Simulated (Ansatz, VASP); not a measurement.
**FeNi3 in VASP and in Ansatz**

Contents of INCAR:

```
PREC     = Accurate       # precision mode
ENCUT    = 520            # plane-wave cutoff, eV
EDIFF    = 1E-6           # SCF threshold, eV
ISMEAR   = 0              # smearing method
SIGMA    = 0.1            # smearing width, eV
LREAL    = F              # projectors in reciprocal space
LASPH    = T              # aspherical terms in the spheres
NELM     = 150            # most SCF steps
ALGO     = Fast           # electronic algorithm
ISIF     = 2              # what is computed and relaxed
LWAVE    = F              # write WAVECAR
LCHARG   = F              # write CHGCAR
ISPIN    = 2              # spin polarisation
MAGMOM   = 3.2 0.75 0.75 0.75 # initial moments
LORBIT   = 11             # projections on sites
LMAXMIX  = 4              # l up to which the mixer works
GGA      = PE             # functional
NBANDS   = 31             # bands
```

Contents of KPOINTS:

```
Automatic mesh
0
Gamma
  12 12 12
```

POSCAR

```
FeNi3
1.0
    3.5437047392      0.0000000000      0.0000000000
    0.0000000000      3.5437047392      0.0000000000
    0.0000000000      0.0000000000      3.5437047392
Fe Ni
1 3
Direct
    0.0000000000      0.0000000000      0.0000000000
    0.0000000000      0.5000000000      0.5000000000
    0.5000000000      0.5000000000      0.0000000000
    0.5000000000      0.0000000000      0.5000000000
```

Input for Ansatz:

```yaml
crystal:
  lattice:
    - [3.5437047392, 0.0, 0.0]
    - [0.0, 3.5437047392, 0.0]
    - [0.0, 0.0, 3.5437047392]
  atoms:
    - { symbol: Fe, position: [0.0, 0.0, 0.0], spin: 3.2 }
    - { symbol: Ni, position: [0.0, 0.5, 0.5], spin: 0.75 }
    - { symbol: Ni, position: [0.5, 0.5, 0.0], spin: 0.75 }
    - { symbol: Ni, position: [0.5, 0.0, 0.5], spin: 0.75 }
basis:
  ecutwfc: 420
kpoints:
  mp_grid: { grid: [12, 12, 12] }
hamiltonian:
  xc: pbe
scf:
  occupations: { method: gaussian, width: 0.1 }
output:
  forces: true
  stress: true
  eigenvalues: true
  populations: true
magnetization:
  spin_polarized: true
```

Alike in both runs: task single point; functional PBE; k mesh 12 × 12 × 12; occupations gaussian, width 0.1 eV; collinear spin.

|  | VASP | Ansatz |
| --- | --- | --- |
| version | VASP 6.6.1 | Ansatz 0.2.0 |
| potentials or method | VASP PAW PBE potentials, release 64 (Fe, Ni), cutoff 520 eV | scalar-relativistic, plane waves, PAW |
| valence electrons in the cell | 38 | 70 |

Ansatz gave:

| Item | Value |
| --- | --- |
| gap on the k mesh at the Fermi level (eV) | none |
| pressure (GPa) | 0.0 |
| net moment per atom (μB) | 1.20 |
| size of the moment on the site where the two differ most (μB) | 0.68 |

Task: What did VASP give for the same quantities?

Result: gap on the k mesh at the Fermi level (eV): none; pressure (GPa): -0.1; net moment per atom (μB): 1.20; size of the moment on the site where the two differ most (μB): 0.64.

Site moments also hang on the region over which each program counts them. A gap of «none» marks a metal or a gap that the smearing closes. The functional is the same, so the differences come from potentials, cutoffs and numerics. VASP's potentials hold 38 valence electrons a cell and Ansatz's 70, so a difference there can come from the potentials and not from the codes.
